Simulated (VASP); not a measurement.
# K3CO (Pm-3m) in VASP: single point with PBE+D3(BJ)+U

Aim: the single point of K3CO with PBE+D3(BJ)+U.

Everything below comes from runs of VASP 6.6.1. Logs are shortened: lines on timing, memory, paths and dates and some standing lists are left out, and cuts for length are marked.

### 1 The cell of the first run

It takes space group Pm-3m (No. 221, cubic). The conventional cell has a = 5.231 Å, b = 5.231 Å, c = 5.231 Å, α = 90.00°, β = 90.00°, γ = 90.00°. K (site symmetry 4/mmm) has 2 O at 2.62 Å within 3.5 Å. C (site symmetry m-3m) has 12 K at 3.70 Å and 8 O at 4.53 Å within 4.9 Å. O (site symmetry m-3m) has 6 K at 2.62 Å within 3.5 Å.

### 2 Single point, PBE+D3(BJ)+U, collinear spin

INCAR reads:

```
PREC = Accurate
ENCUT = 600
EDIFF = 1E-6
ISMEAR = 0
SIGMA = 0.1
LREAL = F
LASPH = T
NELM = 200
ALGO = Normal
ISIF = 2
LWAVE = F
LCHARG = F
ISPIN = 2
MAGMOM = 0 0 0 2.69 0.12
LORBIT = 11
LDAU = T
LDAUTYPE = 2
LDAUL = -1 -1 1
LDAUU = 0 0 7.9
LDAUJ = 0 0 0
LDAUPRINT = 1
GGA = PE
IVDW = 12
NBANDS = 30
GGA_COMPAT = F
```

KPOINTS reads:

```
Automatic mesh
0
Gamma
  1 1 1
```

POSCAR reads:

```
K3CO
1.0
    5.2310620000      0.0000000000      0.0000000000
    0.0000000000      5.2310620000      0.0000000000
    0.0000000000      0.0000000000      5.2310620000
K C O
3 1 1
Direct
    0.0000000000      0.0000000000      0.5000000000
    0.0000000000      0.5000000000      0.0000000000
    0.5000000000      0.0000000000      0.0000000000
    0.5000000000      0.5000000000      0.5000000000
    0.0000000000      0.0000000000      0.0000000000
```

Potentials or basis: VASP PAW PBE potentials, release 64 (K_sv, C, O).

Command:

```
cat potpaw_PBE.64/K_sv/POTCAR potpaw_PBE.64/C/POTCAR potpaw_PBE.64/O/POTCAR > POTCAR
mpirun -np 1 vasp_gam > vasp.out
```

OUTCAR:

```text
PREC = Accurate
   ENCUT = 600
   EDIFF = 1E-6
   ISMEAR = 0
   LREAL = F
   LASPH = T
   NELM = 200
   ISIF = 2
   ISPIN = 2
   LORBIT = 11
   GGA = PE
   IVDW = 12
 IVDW          = 12

 ion  position               nearest neighbor table
   1  0.000  0.000  0.500-   5 2.62   5 2.62   2 3.70   2 3.70   3 3.70   3 3.70   2 3.70   2 3.70
                             3 3.70   3 3.70
   2  0.000  0.500  0.000-   5 2.62   5 2.62   1 3.70   1 3.70   1 3.70   3 3.70   3 3.70   1 3.70
                             3 3.70   3 3.70
   3  0.500  0.000  0.000-   5 2.62   5 2.62   1 3.70   1 3.70   2 3.70   1 3.70   2 3.70   2 3.70
                             1 3.70   2 3.70
   4  0.500  0.500  0.500-
   5  0.000  0.000  0.000-   1 2.62   2 2.62   3 2.62   1 2.62   2 2.62   3 2.62

  LATTYP: Found a simple cubic cell.
 ALAT       =     5.2310620000

  Lattice vectors:

 A1 = (   5.2310620000,   0.0000000000,   0.0000000000)
 A2 = (   0.0000000000,   5.2310620000,   0.0000000000)
 A3 = (   0.0000000000,   0.0000000000,   5.2310620000)

Analysis of symmetry for initial positions (statically):
=====================================================================
 Subroutine PRICEL returns:
 Original cell was already a primitive cell.

 Routine SETGRP: Setting up the symmetry group for a
 simple cubic supercell.

 Subroutine GETGRP returns: Found 48 space group operations
 (whereof 48 operations were pure point group operations)
 out of a pool of 48 trial point group operations.

The static configuration has the point symmetry O_h .

Analysis of symmetry for dynamics (positions and initial velocities):
=====================================================================
 Subroutine PRICEL returns:
 Original cell was already a primitive cell.

 Routine SETGRP: Setting up the symmetry group for a
 simple cubic supercell.

 Subroutine GETGRP returns: Found 48 space group operations
 (whereof 48 operations were pure point group operations)
 out of a pool of 48 trial point group operations.

The dynamic configuration has the point symmetry O_h .

Analysis of structural, dynamic, and magnetic symmetry:
=====================================================================
 Subroutine PRICEL returns:
 Original cell was already a primitive cell.

 Routine SETGRP: Setting up the symmetry group for a
 simple cubic supercell.

 Subroutine GETGRP returns: Found 48 space group operations
 (whereof 48 operations were pure point group operations)
 out of a pool of 48 trial point group operations.

The overall configuration has the point symmetry O_h .

 Subroutine INISYM returns: Found 48 space group operations
 (whereof 48 operations are pure point group operations),
 and found     1 'primitive' translations

----------------------------------------------------------------------------------------

                                     Primitive cell

  volume of cell :     143.1428

  direct lattice vectors                    reciprocal lattice vectors
     5.231062000  0.000000000  0.000000000     0.191165771  0.000000000  0.000000000
     0.000000000  5.231062000  0.000000000     0.000000000  0.191165771  0.000000000
     0.000000000  0.000000000  5.231062000     0.000000000  0.000000000  0.191165771

  length of vectors
     5.231062000  5.231062000  5.231062000     0.191165771  0.191165771  0.191165771

  position of ions in fractional coordinates (direct lattice)
     0.000000000  0.000000000  0.500000000
     0.000000000  0.500000000  0.000000000
     0.500000000  0.000000000  0.000000000
     0.500000000  0.500000000  0.500000000
     0.000000000  0.000000000  0.000000000

  ion indices of the primitive-cell ions
   primitive index   ion index
                 1           1
                 2           2
                 3           3
                 4           4
                 5           5

----------------------------------------------------------------------------------------

 KPOINTS: Automatic mesh

Automatic generation of k-mesh.
 Grid dimensions read from file:
 generate k-points for:    1    1    1

 Generating k-lattice:

  Cartesian coordinates                     Fractional coordinates (reciprocal lattice)
     0.191165771  0.000000000  0.000000000     1.000000000  0.000000000  0.000000000
     0.000000000  0.191165771  0.000000000     0.000000000  1.000000000  0.000000000
     0.000000000  0.000000000  0.191165771     0.000000000  0.000000000  1.000000000

  Length of vectors
     0.191165771  0.191165771  0.191165771

  Shift w.r.t. Gamma in fractional coordinates (k-lattice)
     0.000000000  0.000000000  0.000000000

 Subroutine IBZKPT returns following result:
 ===========================================

 Found      1 irreducible k-points:

 Following reciprocal coordinates:
            Coordinates               Weight
  0.000000  0.000000  0.000000      1.000000
   k-points           NKPTS =      1   k-points in BZ     NKDIM =      1   number of bands    NBANDS=     30
   number of dos      NEDOS =    301   number of ions     NIONS =      5
   total plane-waves  NPLWV =  74088
   dimension x,y,z NGX =    42 NGY =   42 NGZ =   42
   dimension x,y,z NGXF=    84 NGYF=   84 NGZF=   84
   ions per type =               3   1   1
   NGX,Y,Z   is equivalent  to a cutoff of  13.35, 13.35, 13.35 a.u.
   NGXF,Y,Z  is equivalent  to a cutoff of  26.70, 26.70, 26.70 a.u.
 SYSTEM =  unknown system
   PREC   = accura    normal or accurate (medium, high low for compatibility)
   ISTART =      0    job   : 0-new  1-cont  2-samecut
   ICHARG =      2    charge: 1-file 2-atom 10-const
   ISPIN  =      2    spin polarized calculation?
   LNONCOLLINEAR =      F non collinear calculations
   LSORBIT =      F    spin-orbit coupling
   LASPH  =      T    aspherical Exc in radial PAW
   ENCUT  =  600.0 eV  44.10 Ry    6.64 a.u.  10.45 10.45 10.45*2*pi/ulx,y,z
   NELM   =    200;   NELMIN=  2; NELMDL= -5     # of ELM steps
   EDIFF  = 0.1E-05   stopping-criterion for ELM
   LREAL  =      F    real-space projection
[... 7 lines left out ...]
   TEBEG  =    0.0;   TEEND  =   0.0 temperature during run
   PSTRESS=    0.0 pullay stress
   NELECT =      37.0000    total number of electrons
   NUPDOWN=      -1.0000    fix difference up-down
   EMIN   =  10.00;   EMAX   =-10.00  energy-range for DOS
   EFERMI =   0.00;   METHOD = LEGACY
   ISMEAR =     0;   SIGMA  =   0.10  broadening in eV -4-tet -1-fermi 0-gaus
   EFERMI_NEDOS =   21; number of points for ismear=-14 and -15
   IALGO  =     38    algorithm
   IMIX   =      4    mixing-type and parameters
     AMIX     =   0.40;   BMIX     =  1.00
     AMIX_MAG =   1.60;   BMIX_MAG =  1.00
  volume/ion in A,a.u.               =      28.63       193.20
  Fermi-wavevector in a.u.,A,eV,Ry     =   1.042843  1.970687 14.796625  1.087521
  Thomas-Fermi vector in A             =   2.177526
   LORBIT       =     11    0 simple, 1 ext, 2 COOP (PROOUT), +10 PAW based schemes
 LDA+U is selected, type is set to LDAUTYPE =  2
   angular momentum for each species LDAUL =    -1   -1    1
   U (eV)           for each species LDAUU =   0.0  0.0  7.9
   J (eV)           for each species LDAUJ =   0.0  0.0  0.0
   GGA     = PE    functional components
   LHFCALC =     F    Hartree Fock is set to
   AEXX    =    0.0000 exact exchange contribution
   IVDW    =    12    specifies the selected vdW correction
   LEPSILON=     F    determine dielectric tensor
   LRPA    =     F    only Hartree local field effects (RPA)
 spin polarized calculation
 Gauss-broadening in eV      SIGMA  =   0.10
  energy-cutoff  :      600.00
  volume of cell :      143.14
 maximum number of plane-waves:      2401
 NGX is ok and might be reduce to    42
   NGX = 21   NGY = 21   NGZ = 21

 number of electron      36.9999993 magnetization       3.0000097

 Free energy of the ion-electron system (eV)
  ---------------------------------------------------
  ext. energy  EPLUGINS =         0.00000000
  ---------------------------------------------------
  free energy    TOTEN  =        -6.76802485 eV

  energy without entropy =       -6.76802179  energy(sigma->0) =       -6.76802332

 E-fermi :   1.3137     XC(G=0):  -7.1628

 val. band max:        0.9836279780   @ k =   0.0000   0.0000   0.0000
 cond. band min:       1.6274735039   @ k =   0.0000   0.0000   0.0000
 fundamental gap:      0.6438455259
 Fermi energy:         1.3137194682

 spin component 1

 k-point     1 :       0.0000    0.0000    0.0000
  band No.  band energies     occupation
      1     -30.1060      1.00000
      2     -30.0211      1.00000
      3     -30.0211      1.00000
      4     -13.8265      1.00000
      5     -13.8265      1.00000
      6     -13.8265      1.00000
[... 22 lines left out ...]
     29       7.6424      0.00000
     30       7.8414      0.00000
 Fermi energy:         1.3137194682

 spin component 2

 k-point     1 :       0.0000    0.0000    0.0000
  band No.  band energies     occupation
      1     -30.1079      1.00000
      2     -30.0223      1.00000
      3     -30.0223      1.00000
      4     -13.8305      1.00000
      5     -13.8305      1.00000
      6     -13.8305      1.00000
[... 22 lines left out ...]
     29       7.7458      0.00000
     30       7.9080      0.00000

------------------------ aborting loop because EDIFF is reached ----------------------------------------

 Edisp (eV)   -0.79607

 E8    (eV) :    -0.3850

  FORCE on cell =-STRESS in cart. coord.  units (eV):
  Direction    XX          YY          ZZ          XY          YZ          ZX
  --------------------------------------------------------------------------------------
  -------------------------------------------------------------------------------------
  Total       3.68477     3.68477     3.68477    -0.00000     0.00000    -0.00000
  in kB      41.24316    41.24316    41.24316    -0.00000     0.00000    -0.00000
  external pressure =       41.24 kB  Pullay stress =        0.00 kB

 VOLUME and BASIS-vectors are now :
 -----------------------------------------------------------------------------
  energy-cutoff  :      600.00
  volume of cell :      143.14
      direct lattice vectors                 reciprocal lattice vectors
     5.231062000  0.000000000  0.000000000     0.191165771  0.000000000  0.000000000
     0.000000000  5.231062000  0.000000000     0.000000000  0.191165771  0.000000000
     0.000000000  0.000000000  5.231062000     0.000000000  0.000000000  0.191165771

 POSITION                                       TOTAL-FORCE (eV/Angst)
 -----------------------------------------------------------------------------------
      0.00000      0.00000      2.61553         0.000000      0.000000      0.000000
      0.00000      2.61553      0.00000         0.000000      0.000000      0.000000
      2.61553      0.00000      0.00000         0.000000      0.000000      0.000000
      2.61553      2.61553      2.61553         0.000000      0.000000      0.000000
      0.00000      0.00000      0.00000         0.000000      0.000000      0.000000
 -----------------------------------------------------------------------------------
    total drift:                                0.000000      0.000000     -0.000000

  FREE ENERGIE OF THE ION-ELECTRON SYSTEM (eV)
  ---------------------------------------------------
  free  energy   TOTEN  =        -7.5640962736 eV

  energy  without entropy=       -7.5640932086  energy(sigma->0) =       -7.56409474

 total charge

# of ion       s       p       d       tot
------------------------------------------
    1        1.946   5.644   0.003   7.592
    2        1.946   5.644   0.003   7.592
    3        1.946   5.644   0.003   7.592
    4        0.900   1.209   0.000   2.109
    5        1.508   3.523   0.000   5.032
--------------------------------------------------
tot          8.245  21.666   0.008  29.918

 magnetization (x)

# of ion       s       p       d       tot
------------------------------------------
    1       -0.001  -0.001  -0.000  -0.002
    2       -0.001  -0.001  -0.000  -0.002
    3       -0.001  -0.001  -0.000  -0.002
    4        0.063   1.150   0.000   1.213
    5        0.005   0.220   0.000   0.225
--------------------------------------------------
tot          0.066   1.366  -0.001   1.432
```

Wall time 22 s (1 thread of AMD EPYC 7R13 (Zen 3), shared host); peak memory 0.27 GiB.

What came out:

```
Free energy                                           : -7.5641 eV
Pressure                                              : 4.1 GPa
Net moment                                            : 3.00 μB per cell
Site moments                                          : K -0.00; C +1.21; O +0.23 μB
Valence electrons inside the program's atomic spheres : K 7.59; C 2.11; O 5.03
Dispersion energy per atom                            : -0.159 eV
```

Caveat: the k points lie up to 1.20 Å⁻¹ apart, too coarse for converged energies, forces and pressures.
